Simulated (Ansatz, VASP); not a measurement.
One calculation of Al, two programs

```
Al
1.0
    -1.58054    1.58054    1.58054
     1.58054   -1.58054    1.58054
     1.58054    1.58054   -1.58054
Al
1
Cartesian
  0.0000 0.0000 0.0000
```

Alike in both runs: task single point; functional HSE06; k mesh 8 × 8 × 8; occupations fermi-dirac, width 0.05 eV; no spin polarisation.

|  | VASP | Ansatz |
| --- | --- | --- |
| version | VASP 6.6.1 | Ansatz 0.2.0 |
| potentials or method | VASP PAW PBE potentials, release 64 (Al) | Ansatz PAW |
| plane-wave cutoff (eV) | 520 | 420 |
| valence electrons in the cell | 3 | 3 |

Ansatz gave:

* gap on the k mesh at the Fermi level (eV): none
* pressure (GPa): 4.6

Task: Which values does VASP return?

Result: gap on the k mesh at the Fermi level (eV): none; pressure (GPa): 4.9.

A gap of «none» marks a metal or a gap that the smearing closes.
